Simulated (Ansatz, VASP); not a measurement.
**One calculation of HF, two programs**

```
F H
1.0
     6.07679    0.00000    0.00000
     0.00000    6.07679    0.00000
     0.00000    0.00000    6.07679
F H
6 6
Direct
  0.90719 0.19680 0.74161
  0.01254 0.92742 0.00544
  0.78998 0.87905 0.35665
  0.17857 0.32709 0.47889
  0.38930 0.70564 0.06859
  0.50774 0.16290 0.30855
  0.02327 0.24209 0.63634
  0.96906 0.04103 0.89258
  0.86665 0.88927 0.21768
  0.31008 0.25147 0.42386
  0.26468 0.78740 0.02089
  0.60838 0.03982 0.33953
```

Alike in both runs: functional PBE; dispersion D3(BJ); k mesh 1 × 1 × 1; occupations fermi-dirac, width 0.05 eV; no spin polarisation.

Ansatz relaxed the structure, and its values are those at the end. VASP's run is a single point on that final structure, the one shown.

|  | VASP | Ansatz |
| --- | --- | --- |
| version | VASP 6.6.1 | Ansatz 0.2.0 |
| potentials or method | VASP PAW PBE potentials, release 64 (F, H), cutoff 520 eV | scalar-relativistic, plane waves, PAW |
| valence electrons in the cell | 48 | 48 |

VASP gave:

- rms of the force components (eV/Å): 0.122

Problem. Estimate Ansatz's values.

Solution. rms of the force components (eV/Å): 0.104.

One of these differences is far larger than is usual between the two programs; its cause wasn't traced.
